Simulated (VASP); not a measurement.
Br: density of states with PBEsol

Crystal: Br.

```
CELL_PARAMETERS angstrom
3.74184 0.00000 0.00000
-1.87092 3.24053 0.00000
0.00000 0.00000 4.27816
ATOMIC_POSITIONS crystal
Br 0.33333 0.66667 0.25000
Br 0.66667 0.33333 0.75000
```

```json
{
 "Program": "VASP 6.6.1",
 "Task": "density of states",
 "Functional": "PBEsol",
 "Potentials or basis": "VASP PAW PBE potentials, release 64 (Br)",
 "Cutoff": "520 eV",
 "k mesh": "14 × 14 × 8",
 "Occupations": "fermi-dirac, width 0.1 eV",
 "Spin": "no spin polarisation",
 "Dipole correction": "no",
 "k mesh for the DOS": "21 × 21 × 12",
 "Occupations for the DOS": "tetrahedron",
 "Further INCAR settings": "ALGO = Normal; EDIFF = 1e-07; NBANDS = 14"
}
```

* Valence electrons inside the program's atomic spheres: Br 4.66

Levels at points of the mesh, in eV from the Fermi level:
```tsv
k point	band 5	band 6	band 7	band 8	band 9	band 10
(0.00, 0.00, 0.00)	-2.07	-0.12	-0.12	1.18	5.81	6.83
(0.00, 0.00, 0.50)	-1.11	-1.11	-1.11	-1.11	8.64	8.64
```

It took 76 s on 1 thread of Intel(R) Xeon(R) 6975P-C (Granite Rapids), with other jobs on the host, peak memory 0.3 GiB.
